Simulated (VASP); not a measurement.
A run of VASP 6.6.1:

The input INCAR:

```
  ALGO = Normal
  EDIFF = 1E-6
  ENCUT = 520
  GGA = PS
  ISIF = 2
  ISMEAR = 0
  ISPIN = 2
  LASPH = True
  LCHARG = False
  LMAXMIX = 4
  LORBIT = 11
  LREAL = False
  LWAVE = False
  MAGMOM = 2.64
  NBANDS = 14
  NELM = 150
  PREC = Accurate
  SIGMA = 0.15
```

Contents of KPOINTS:

```
k-points
0
Gamma
  24 24 24
```

POSCAR

```
Fe
1.0
   -1.3814400000      1.3814400000      1.4390000000
    1.3814400000     -1.3814400000      1.4390000000
    1.3814400000      1.3814400000     -1.4390000000
Fe
1
Direct
    0.0000000000      0.0000000000      0.0000000000
```

Potentials or basis: VASP PAW PBE potentials, release 64 (Fe).

Command:

```sh
$ cat potpaw_PBE.64/Fe/POTCAR > POTCAR
$ mpirun -np 1 vasp_std > vasp.out
```

Hardware: 1 thread of AMD EPYC 9R45 96-Core Processor (Zen 5), with other jobs on the host.

Problem. Estimate the wall time of this run.

Solution. Run time: 2.7 min on 1 thread of AMD EPYC 9R45 96-Core Processor (Zen 5) (shared host), peak memory 0.3 GiB. Counts: scf iterations 12, k points 1063.
